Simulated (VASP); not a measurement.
# KF (P6_3/mmc) in VASP: notebook

KF is run at these levels: PBE; tasks: single point.

Program: VASP 6.6.1. These are calculated values, not measurements. Logs are shortened: lines on timing, memory, paths and dates and some standing lists are left out, and cuts for length are marked.

## (1) The cell of the first run

It takes space group P6_3/mmc (No. 194, hexagonal). Conventional cell: a = 3.722 Å, b = 3.722 Å, c = 6.629 Å, α = 90.00°, β = 90.00°, γ = 120.00°. Within 3.8 Å of K (site symmetry -3m) lie 6 F at 2.71 Å and 8 K at 3.31 to 3.72 Å. F (site symmetry -6m2) has 6 K at 2.71 Å and 12 F at 3.72 to 3.95 Å within 4.0 Å.

The cell was built from a structure type or drawn by symmetry, and may not be a known phase.

## (2) Single point, PBE

INCAR

```
PREC     = Accurate       # precision mode
ENCUT    = 520            # plane-wave cutoff, eV
EDIFF    = 1E-6           # SCF threshold, eV
ISMEAR   = 0              # smearing method
SIGMA    = 0.15           # smearing width, eV
LREAL    = F              # projectors in reciprocal space
LASPH    = T              # aspherical terms in the spheres
NELM     = 100            # most SCF steps
ALGO     = Normal         # electronic algorithm
ISIF     = 2              # what is computed and relaxed
LWAVE    = F              # write WAVECAR
LCHARG   = F              # write CHGCAR
GGA      = PE             # functional
NBANDS   = 24             # bands
```

KPOINTS

```
regular mesh
0
Gamma
  5 5 2
```

POSCAR

```
KF
1.0
    3.7218345853      0.0000000032      0.0000000000
   -1.8609172954      3.2232032980      0.0000000000
    0.0000000000      0.0000000000      6.6287637221
K F
2 2
Direct
    0.0000000000      0.0000000000      0.5000000000
    0.0000000000      0.0000000000      0.0000000000
    0.6666666667      0.3333333333      0.7500000000
    0.3333333333      0.6666666667      0.2500000000
```

Potentials or basis: VASP PAW PBE potentials, release 64 (K_sv, F).

On the command line:

```
> cat potpaw_PBE.64/K_sv/POTCAR potpaw_PBE.64/F/POTCAR > POTCAR
> mpirun -np 1 vasp_std > vasp.out
```

OUTCAR:

```text
PREC = Accurate
   ENCUT = 520
   EDIFF = 1E-6
   ISMEAR = 0
   LREAL = F
   LASPH = T
   NELM = 100
   ISIF = 2
   GGA = PE

 ion  position               nearest neighbor table
   1  0.000  0.000  0.500-   3 2.71   4 2.71   3 2.71   4 2.71   3 2.71   4 2.71   2 3.31   2 3.31

   2  0.000  0.000  0.000-   3 2.71   4 2.71   3 2.71   4 2.71   3 2.71   4 2.71   1 3.31   1 3.31

   3  0.667  0.333  0.750-   1 2.71   2 2.71   1 2.71   2 2.71   1 2.71   2 2.71
   4  0.333  0.667  0.250-   1 2.71   2 2.71   1 2.71   2 2.71   1 2.71   2 2.71

  LATTYP: Found a hexagonal cell.
 ALAT       =     3.7218345853
 C/A-ratio  =     1.7810473760

  Lattice vectors:

 A1 = (   3.7218345853,   0.0000000032,   0.0000000000)
 A2 = (  -1.8609172954,   3.2232032980,   0.0000000000)
 A3 = (   0.0000000000,   0.0000000000,   6.6287637221)

Analysis of symmetry for initial positions (statically):
=====================================================================
 Subroutine PRICEL returns:
 Original cell was already a primitive cell.

 Routine SETGRP: Setting up the symmetry group for a
 hexagonal supercell.

 Subroutine GETGRP returns: Found 24 space group operations
 (whereof 12 operations were pure point group operations)
 out of a pool of 24 trial point group operations.

The static configuration has the point symmetry D_3d.
 The point group associated with its full space group is D_6h.

Analysis of symmetry for dynamics (positions and initial velocities):
=====================================================================
 Subroutine PRICEL returns:
 Original cell was already a primitive cell.

 Routine SETGRP: Setting up the symmetry group for a
 hexagonal supercell.

 Subroutine GETGRP returns: Found 24 space group operations
 (whereof 12 operations were pure point group operations)
 out of a pool of 24 trial point group operations.

The dynamic configuration has the point symmetry D_3d.
 The point group associated with its full space group is D_6h.

 Subroutine INISYM returns: Found 24 space group operations
 (whereof 12 operations are pure point group operations),
 and found     1 'primitive' translations

----------------------------------------------------------------------------------------

                                     Primitive cell

  volume of cell :      79.5202
[... 75 lines left out ...]
   LASPH  =      T    aspherical Exc in radial PAW
   ENCUT  =  520.0 eV  38.22 Ry    6.18 a.u.   6.92  6.92 12.33*2*pi/ulx,y,z
   NELM   =    100;   NELMIN=  2; NELMDL= -5     # of ELM steps
   EDIFF  = 0.1E-05   stopping-criterion for ELM
   LREAL  =      F    real-space projection
   EDIFFG = 0.1E-04   stopping-criterion for IOM
   NSW    =      0    number of steps for IOM
   IBRION =     -1    ionic relax: 0-MD 1-quasi-New 2-CG
   NFREE  =      0    steps in history (QN), initial steepest desc. (CG)
   ISIF   =      2    stress and relaxation
   ISYM   =      2    0-nonsym 1-usesym 2-fastsym
   POTIM  = 0.5000    time-step for ionic-motion
   TEBEG  =    0.0;   TEEND  =   0.0 temperature during run
   PSTRESS=    0.0 pullay stress
   NELECT =      32.0000    total number of electrons
   NUPDOWN=      -1.0000    fix difference up-down
   EMIN   =  10.00;   EMAX   =-10.00  energy-range for DOS
   EFERMI =   0.00;   METHOD = LEGACY
   ISMEAR =     0;   SIGMA  =   0.15  broadening in eV -4-tet -1-fermi 0-gaus
   EFERMI_NEDOS =   21; number of points for ismear=-14 and -15
   IALGO  =     38    algorithm
   IMIX   =      4    mixing-type and parameters
     AMIX     =   0.40;   BMIX     =  1.00
     AMIX_MAG =   1.60;   BMIX_MAG =  1.00
  volume/ion in A,a.u.               =      19.88       134.16
  Fermi-wavevector in a.u.,A,eV,Ry     =   1.208646  2.284009 19.875727  1.460825
  Thomas-Fermi vector in A             =   2.344247
   LORBIT       =      0    0 simple, 1 ext, 2 COOP (PROOUT), +10 PAW based schemes
   GGA     = PE    functional components
   LHFCALC =     F    Hartree Fock is set to
   AEXX    =    0.0000 exact exchange contribution
   IVDW    =     0    specifies the selected vdW correction
   LEPSILON=     F    determine dielectric tensor
   LRPA    =     F    only Hartree local field effects (RPA)
 non-spin polarized calculation
 Gauss-broadening in eV      SIGMA  =   0.15
  energy-cutoff  :      520.00
  volume of cell :       79.52
 maximum number of plane-waves:      2158
 NGX is ok and might be reduce to    28

 number of electron      31.9999987 magnetization

 Free energy of the ion-electron system (eV)
  ---------------------------------------------------
  ext. energy  EPLUGINS =         0.00000000
  ---------------------------------------------------
  free energy    TOTEN  =       -16.43520161 eV

  energy without entropy =      -16.43520161  energy(sigma->0) =      -16.43520161

 E-fermi :  -2.1790     XC(G=0):  -8.2213

 val. band max:       -2.8497723859   @ k =   0.0000   0.0000   0.0000
 cond. band min:       3.0425450979   @ k =   0.0000   0.0000   0.0000
 fundamental gap:      5.8923174838
 Fermi energy:        -2.1790378145

 k-point     1 :       0.0000    0.0000    0.0000
  band No.  band energies     occupation
      1     -29.3250      2.00000
      2     -29.2150      2.00000
      3     -21.6073      2.00000
      4     -21.5228      2.00000
      5     -12.9761      2.00000
      6     -12.5995      2.00000
[... 259 lines left out ...]
     23       8.8835      0.00000
     24       8.8835      0.00000

------------------------ aborting loop because EDIFF is reached ----------------------------------------

  FORCE on cell =-STRESS in cart. coord.  units (eV):
  Direction    XX          YY          ZZ          XY          YZ          ZX
  --------------------------------------------------------------------------------------
  -------------------------------------------------------------------------------------
  Total        0.1178590      0.1178590     -0.0816374      0.0000000      0.0000000     -0.0000000
  in kB        2.3746309      2.3746309     -1.6448364      0.0000000      0.0000000     -0.0000000
  external PRESSURE =       1.0348085 kB  Pullay stress =       0.0000000 kB

 VOLUME and BASIS-vectors are now :
 -----------------------------------------------------------------------------
  energy-cutoff  :      520.00
  volume of cell :       79.52
      direct lattice vectors                 reciprocal lattice vectors
     3.721834585  0.000000003  0.000000000     0.268684697  0.155125183  0.000000000
    -1.860917295  3.223203298  0.000000000    -0.000000000  0.310250365  0.000000000
     0.000000000  0.000000000  6.628763722     0.000000000  0.000000000  0.150857693

 POSITION                                       TOTAL-FORCE (eV/Angst)
 -----------------------------------------------------------------------------------
      0.00000      0.00000      3.31438         0.000000      0.000000      0.000000
      0.00000      0.00000      0.00000         0.000000      0.000000      0.000000
      1.86092      1.07440      4.97157         0.000000     -0.000000     -0.000000
     -0.00000      2.14880      1.65719        -0.000000      0.000000     -0.000000
 -----------------------------------------------------------------------------------
    total drift:                                0.000000     -0.000000      0.000000

  FREE ENERGIE OF THE ION-ELECTRON SYSTEM (eV)
  ---------------------------------------------------
  free  energy   TOTEN  =       -16.4352016138 eV

  energy  without entropy=      -16.4352016138  energy(sigma->0) =      -16.43520161
```

OSZICAR:

```text
N       E                     dE             d eps       ncg     rms          rms(c)
DAV:   1     0.252597954256E+03    0.25260E+03   -0.16397E+04   480   0.128E+03
DAV:   2    -0.411901503087E+01   -0.25672E+03   -0.24304E+03   672   0.355E+02
DAV:   3    -0.182760783444E+02   -0.14157E+02   -0.14088E+02   688   0.738E+01
DAV:   4    -0.190009013180E+02   -0.72482E+00   -0.72464E+00   712   0.110E+01
DAV:   5    -0.190058060173E+02   -0.49047E-02   -0.49046E-02   672   0.114E+00    0.887E+00
DAV:   6    -0.164864013678E+02    0.25194E+01   -0.91821E+00   544   0.178E+01    0.524E+00
DAV:   7    -0.164448443288E+02    0.41557E-01   -0.41540E-01   640   0.349E+00    0.323E+00
DAV:   8    -0.164310093098E+02    0.13835E-01   -0.13516E-01   552   0.300E+00    0.408E-01
DAV:   9    -0.164338215670E+02   -0.28123E-02   -0.22947E-02   632   0.857E-01    0.167E-01
DAV:  10    -0.164350943177E+02   -0.12728E-02   -0.40081E-03   632   0.406E-01    0.112E-01
DAV:  11    -0.164350446667E+02    0.49651E-04   -0.19222E-04   656   0.940E-02    0.599E-02
DAV:  12    -0.164351990602E+02   -0.15439E-03   -0.15098E-04   504   0.781E-02    0.110E-02
DAV:  13    -0.164352007694E+02   -0.17092E-05   -0.10114E-05   640   0.202E-02    0.480E-03
DAV:  14    -0.164352016138E+02   -0.84440E-06   -0.27055E-06   456   0.104E-02
   1 F= -.16435202E+02 E0= -.16435202E+02  d E =-.937859E-11
```

It took 12 s on 1 thread of AMD EPYC 9R45 (Zen 5), shared host; peak memory 0.16 GiB.

What came out:

| Property | Result |
| --- | --- |
| Free energy | -16.4352 eV |
| Pressure | 0.1 GPa |
| Band gap on the k mesh | 5.89 eV |

Levels at points of the mesh, in eV from the valence-band top:
| k point | band 14 | band 15 | band 16 | band 17 | band 18 | band 19 |
| --- | --- | --- | --- | --- | --- | --- |
| (0.00, 0.00, 0.00) | -0.09 | 0.00 | 0.00 | 5.89 | 8.95 | 9.05 |
| (0.00, 0.00, 0.50) | -0.13 | -0.13 | -0.13 | 7.16 | 7.16 | 9.92 |

Caveat: the k points lie up to 0.47 Å⁻¹ apart.

## (3) Single point, PBE

This run uses another cell than the first one: it holds 8 atoms, not 4.

INCAR

```
PREC = Accurate
ENCUT = 520
EDIFF = 1E-7
ISMEAR = 0
SIGMA = 0.15
LREAL = F
LASPH = T
NELM = 100
ALGO = Normal
ISIF = 2
LWAVE = F
LCHARG = F
GGA = PE
NBANDS = 42
```

KPOINTS

```
Automatic mesh
0
Gamma
  4 4 1
```

POSCAR

```
KF
1.0
    3.7972433868      0.0000000000      0.0000000000
   -1.8986216934      3.2885092373      0.0000000000
    0.0000000000      0.0000000000     12.8625084732
K F
4 4
Direct
    0.3333333333      0.6666666667      0.2500000000
    0.6666666667      0.3333333333      0.7500000000
    0.0000000000      0.0000000000      0.0000000000
    0.0000000000      0.0000000000      0.5000000000
    0.3333333333      0.6666666667      0.6231661058
    0.6666666667      0.3333333333      0.1231661058
    0.3333333333      0.6666666667      0.8768338942
    0.6666666667      0.3333333333      0.3768338942
```

Potentials or basis: VASP PAW PBE potentials, release 64 (K_sv, F).

On the command line:

```
> cat potpaw_PBE.64/K_sv/POTCAR potpaw_PBE.64/F/POTCAR > POTCAR
> mpirun -np 1 vasp_std > vasp.out
```

Wall time 24 s (1 thread of AMD EPYC 9R45 (Zen 5), shared host); peak memory 0.22 GiB.

Results (log left out):

```
Free energy            : -33.0556 eV
Pressure               : -0.2 GPa
Largest force          : 0.008 eV/Å
Band gap on the k mesh : 5.68 eV
```

Forces on the atoms (eV/Å):
```
K    0.000  0.000  0.000
K    0.000  0.000  0.000
K    0.000  0.000  0.000
K    0.000  0.000  0.000
F    0.000  0.000  0.008
F    0.000  0.000  0.008
F    0.000  0.000 -0.008
F    0.000  0.000 -0.008
```

Stress tensor (GPa, compression positive):
```
-0.28  0.00  0.00
 0.00 -0.28  0.00
 0.00  0.00 -0.17
```

Levels at points of the mesh, in eV from the valence-band top:
| k point | band 28 | band 29 | band 30 | band 31 | band 32 | band 33 | band 34 | band 35 | band 36 | band 37 |
| --- | --- | --- | --- | --- | --- | --- | --- | --- | --- | --- |
| (0.00, 0.00, 0.00) | -0.18 | -0.18 | -0.15 | -0.15 | 0.00 | 5.68 | 6.86 | 7.23 | 8.46 | 9.64 |
| (0.50, 0.00, 0.00) | -0.30 | -0.26 | -0.25 | -0.17 | -0.08 | 7.95 | 8.43 | 8.63 | 8.80 | 9.33 |

Caveat: the k points lie up to 0.49 Å⁻¹ apart.

## (4) Single point, PBE

This run uses another cell than the first one, of 19.96 Å³/atom.

INCAR

```
PREC = Accurate
ENCUT = 520
EDIFF = 1E-6
ISMEAR = 0
SIGMA = 0.02
LREAL = F
LASPH = T
NELM = 100
ALGO = Normal
ISIF = 2
LWAVE = F
LCHARG = F
GGA = PE
NBANDS = 24
```

KPOINTS

```
regular mesh
0
Gamma
  6 6 4
```

POSCAR

```
KF
1.0
    3.7372183311      0.0000000000      0.0000000000
   -1.8686091655      3.2365260143      0.0000000000
    0.0000000000      0.0000000000      6.6004920042
K F
2 2
Direct
    0.0000000000      0.0000000000      0.5000000000
    0.0000000000      0.0000000000      0.0000000000
    0.6666666667      0.3333333333      0.7500000000
    0.3333333333      0.6666666667      0.2500000000
```

Potentials or basis: VASP PAW PBE potentials, release 64 (K_sv, F).

On the command line:

```
> cat potpaw_PBE.64/K_sv/POTCAR potpaw_PBE.64/F/POTCAR > POTCAR
> mpirun -np 1 vasp_std > vasp.out
```

OUTCAR:

```text
PREC = Accurate
   ENCUT = 520
   EDIFF = 1E-6
   ISMEAR = 0
   LREAL = F
   LASPH = T
   NELM = 100
   ISIF = 2
   GGA = PE

 ion  position               nearest neighbor table
   1  0.000  0.000  0.500-   3 2.72   4 2.72   3 2.72   4 2.72   3 2.72   4 2.72   2 3.30   2 3.30

   2  0.000  0.000  0.000-   3 2.72   4 2.72   3 2.72   4 2.72   3 2.72   4 2.72   1 3.30   1 3.30

   3  0.667  0.333  0.750-   1 2.72   2 2.72   1 2.72   2 2.72   1 2.72   2 2.72
[... 765 lines left out ...]
  FORCE on cell =-STRESS in cart. coord.  units (eV):
  Direction    XX          YY          ZZ          XY          YZ          ZX
  --------------------------------------------------------------------------------------
  -------------------------------------------------------------------------------------
  Total        0.0118028      0.0118028      0.0141489      0.0000000      0.0000000      0.0000000
  in kB        0.2368603      0.2368603      0.2839410      0.0000000      0.0000000      0.0000000
  external PRESSURE =       0.2525539 kB  Pullay stress =       0.0000000 kB

 VOLUME and BASIS-vectors are now :
 -----------------------------------------------------------------------------
  energy-cutoff  :      520.00
  volume of cell :       79.84
      direct lattice vectors                 reciprocal lattice vectors
     3.737218331  0.000000000  0.000000000     0.267578694  0.154486631  0.000000000
    -1.868609165  3.236526014  0.000000000     0.000000000  0.308973262  0.000000000
     0.000000000  0.000000000  6.600492004     0.000000000  0.000000000  0.151503857

 POSITION                                       TOTAL-FORCE (eV/Angst)
 -----------------------------------------------------------------------------------
      0.00000      0.00000      3.30025         0.000000      0.000000     -0.000000
      0.00000      0.00000      0.00000        -0.000000      0.000000     -0.000000
      1.86861      1.07884      4.95037         0.000000      0.000000      0.000000
     -0.00000      2.15768      1.65012        -0.000000     -0.000000     -0.000000
 -----------------------------------------------------------------------------------
    total drift:                                0.000000     -0.000000      0.000000

  FREE ENERGIE OF THE ION-ELECTRON SYSTEM (eV)
  ---------------------------------------------------
  free  energy   TOTEN  =       -16.4361919206 eV

  energy  without entropy=      -16.4361919206  energy(sigma->0) =      -16.43619192
```

stdout:

```text
POSCAR found type information on POSCAR K F
 POSCAR found :  2 types and       4 ions
 scaLAPACK will be used
 LDA part: xc-table for (Slater+PW92), standard interpolation
 POSCAR, INCAR and KPOINTS ok, starting setup
 FFT: planning ... GRIDC
 FFT: planning ... GRID_SOFT
 FFT: planning ... GRID
 WAVECAR not read
 entering main loop
```

Run time: 60 s. Hardware: 1 thread of Intel Xeon 8259CL, shared host; peak memory 0.2 GiB.

What came out:

```yaml
Free_energy: -16.4362 eV
Pressure: 0.0 GPa
Band_gap_on_the_k_mesh: 5.89 eV
```

A k mesh can miss the band edges.

## (5) The runs side by side

```csv
cell,k mesh,smearing,gap on the mesh (eV),pressure (GPa)
"a = 3.722, b = 3.722, c = 6.629 Å, angles 90.0, 90.0, 120.0°, 4 atoms, atomic positions A",5 × 5 × 2,gaussian 0.15 eV,5.89,0.1
"a = 3.797, b = 3.797, c = 12.863 Å, angles 90.0, 90.0, 120.0°, 8 atoms, atomic positions B",4 × 4 × 1,gaussian 0.15 eV,5.68,-0.2
"a = 3.737, b = 3.737, c = 6.600 Å, angles 90.0, 90.0, 120.0°, 4 atoms, atomic positions A",6 × 6 × 4,gaussian 0.02 eV,5.89,0.0
```

Alike in all rows: task single point; level PBE; potentials or basis VASP PAW PBE potentials, release 64 (K_sv, F); no spin polarisation; cutoff (eV) 520.

Caveats: some runs use coarse meshes.

Total energies depend on the potentials used, so only differences within one code and one set of settings carry meaning.
